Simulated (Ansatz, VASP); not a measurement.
# One calculation of BaTe, two programs

```
Ba Te
1.0
     4.60346    0.00000    0.00000
     0.00000    4.60346    0.00000
     0.00000    0.00000    4.09197
Ba Te
1 1
Direct
  0.00000 0.00000 0.00000
  0.50000 0.50000 0.50000
```

Change from the starting cell: strain +0.080 along x and y, -0.040 along z, atoms carried along.

Alike in both runs: task single point; functional PBEsol; k mesh 6 × 6 × 6; occupations gaussian, width 0.05 eV; no spin polarisation.

|  | VASP | Ansatz |
| --- | --- | --- |
| version | VASP 6.6.1 | Ansatz 0.2.0 |
| potentials or method | VASP PAW PBE potentials, release 64 (Ba_sv, Te), cutoff 520 eV | scalar-relativistic, plane waves, PAW |
| valence electrons in the cell | 16 | 26 |

Ansatz gave:

| Property | Result |
| --- | --- |
| gap on the k mesh at the Fermi level (eV) | 0.04 |
| least direct gap on the mesh (eV) | 0.04 |
| pressure (GPa) | -4.4 |
| traceless stress, the component that is largest in VASP (GPa) | 4.99 |

Q: Which values does VASP return?

A: gap on the k mesh at the Fermi level (eV): 0.03; least direct gap on the mesh (eV): 0.03; pressure (GPa): -4.1; traceless stress, the component that is largest in VASP (GPa): 4.94.

VASP's potentials were made for PBE, not for PBEsol. With one functional, cell and mesh, what is left measures potentials, basis and numerics. VASP's potentials hold 16 valence electrons a cell and Ansatz's 26, so a difference there can come from the potentials and not from the codes.

Neither program's run includes spin-orbit coupling.
